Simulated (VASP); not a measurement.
Write the native input for VASP 6.6.1 that does the following.

```yaml
Task: single point
Functional: PBE
Potentials_or_basis: VASP PAW PBE potentials, release 64 (Be)
Cutoff: 520 eV
k_mesh: 6 × 6 × 6
Occupations: gaussian, width 0.1 eV
Spin: no spin polarisation
Dipole_correction: no
Further_INCAR_settings: ALGO = Normal; EDIFF = 1e-06; NBANDS = 18
```

The structure of Be lies in POSCAR:

```
Be
1.0
    3.0018089915      1.7330952293      2.1011653343
   -3.0018089915      1.7330952293      2.1011653343
    0.0000000000     -3.4661904585      2.1011653343
Be
8
Direct
    0.8080729484      0.1919270516      0.5000000000
    0.6949638130      0.3050361870      0.0000000000
    0.2545602935      0.2545602935      0.2545602935
    0.1919270516      0.5000000000      0.8080729484
    0.5000000000      0.8080729484      0.1919270516
    0.7454397065      0.7454397065      0.7454397065
    0.0000000000      0.6949638130      0.3050361870
    0.3050361870      0.0000000000      0.6949638130
```

These files were run (other wordings do the same):

INCAR

```
SYSTEM = Be
  PREC = Accurate
  ENCUT = 520
  EDIFF = 1E-6
  ISMEAR = 0
  SIGMA = 0.1
  LREAL = .False.
  LASPH = .True.
  NELM = 100
  ALGO = Normal
  ISIF = 2
  LWAVE = .False.
  LCHARG = .False.
  GGA = PE
  NBANDS = 18
```

KPOINTS

```
Automatic mesh
0
Gamma
  6 6 6
  0 0 0
```

Potentials or basis: VASP PAW PBE potentials, release 64 (Be).

Command:

```bash
$ cat potpaw_PBE.64/Be/POTCAR > POTCAR
$ mpirun -np 1 vasp_std > vasp.out
```

It gave:

```yaml
Pressure: 0.1 GPa
Largest_force: 0.015 eV/Å
Band_gap_on_the_k_mesh: zero (bands 8 and 9 overlap by 1.93 eV)
```

It took 17 s on 1 thread of Intel(R) Xeon(R) Platinum 8488C (Sapphire Rapids), on a shared host, peak memory 0.16 GiB.
